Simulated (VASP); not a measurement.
BeS, 2 atoms in the cell. It takes space group F-43m (No. 216, cubic). Conventional cell: a = 4.790 Å, b = 4.790 Å, c = 4.790 Å, α = 90.00°, β = 90.00°, γ = 90.00°. Within 2.7 Å of Be (site symmetry -43m) lie 4 S at 2.07 Å. Within 2.7 Å of S (site symmetry -43m) lie 4 Be at 2.07 Å.  This cell differs from its parent crystal: strain -1.6%.

| Quantity | Value |
| --- | --- |
| Program | VASP 6.6.1 |
| Task | single point |
| Functional | HSE06 |
| Potentials or basis | VASP PAW PBE potentials, release 64 (Be, S) |
| Cutoff | 520 eV |
| k mesh | 6 × 6 × 6 |
| Occupations | gaussian, width 0.01 eV |
| Spin | no spin polarisation |
| Dipole correction | no |
| Grid for exact exchange (PRECFOCK) | Normal |
| Further INCAR settings | ALGO = Normal; EDIFF = 1e-06; NBANDS = 11 |
| Screening parameter | 0.2079 1/Å |

Potentials or basis: VASP PAW PBE potentials, release 64 (Be, S).

Launch:

```sh
$ cat potpaw_PBE.64/Be/POTCAR potpaw_PBE.64/S/POTCAR > POTCAR
$ cp INCAR.step1 INCAR
$ mpirun -np 1 vasp_std > vasp.out
$ cp INCAR.step2 INCAR
$ mpirun -np 1 vasp_std > vasp.out
```

Hardware: 1 thread of Intel(R) Xeon(R) Platinum 8375C CPU @ 2.90GHz (Ice Lake) (shared host).

Problem. Estimate the wall time of this run.

Solution. Wall time 6.3 min on 1 thread of Intel(R) Xeon(R) Platinum 8375C CPU @ 2.90GHz (Ice Lake), on a shared host, peak memory 0.26 GiB. Counts: k points 16.
